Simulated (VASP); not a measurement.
CoO, 2 atoms in the cell. The structure is cubic, space group Fm-3m (No. 225). Conventional cell: a = 4.263 Å, b = 4.263 Å, c = 4.263 Å, α = 90.00°, β = 90.00°, γ = 90.00°. Co (site symmetry m-3m) has 6 O at 2.13 Å within 2.8 Å. O (site symmetry m-3m) has 6 Co at 2.13 Å within 2.8 Å. 

```yaml
Program: VASP 6.6.1
Task: vibrations by perturbation theory
Functional: PBEsol
Potentials_or_basis: VASP PAW PBE potentials, release 64 (Co, O)
Cutoff: 520 eV
k_mesh: 8 × 8 × 8
Occupations: fermi-dirac, width 0.05 eV
Spin: collinear spin, ferromagnetic start
Starting_moments: "[2.0, 0.0] μB"
Dipole_correction: no
Further_INCAR_settings: ALGO = Normal; EDIFF = 1e-08; NBANDS = 18; IBRION = 8; NSW = 1
```

Potentials or basis: VASP PAW PBE potentials, release 64 (Co, O).

Command:

```console
$ cat potpaw_PBE.64/Co/POTCAR potpaw_PBE.64/O/POTCAR > POTCAR
$ mpirun -np 1 vasp_std > vasp.out
```

Hardware: 1 thread of Intel(R) Xeon(R) Platinum 8259CL CPU @ 2.50GHz (Skylake/Cascade Lake), with other jobs on the host.

Estimate the wall time of this run.

It took 3.6 min on 1 thread of Intel(R) Xeon(R) Platinum 8259CL CPU @ 2.50GHz (Skylake/Cascade Lake) (shared host), peak memory 0.23 GiB. Counts: scf iterations 56, k points 29.
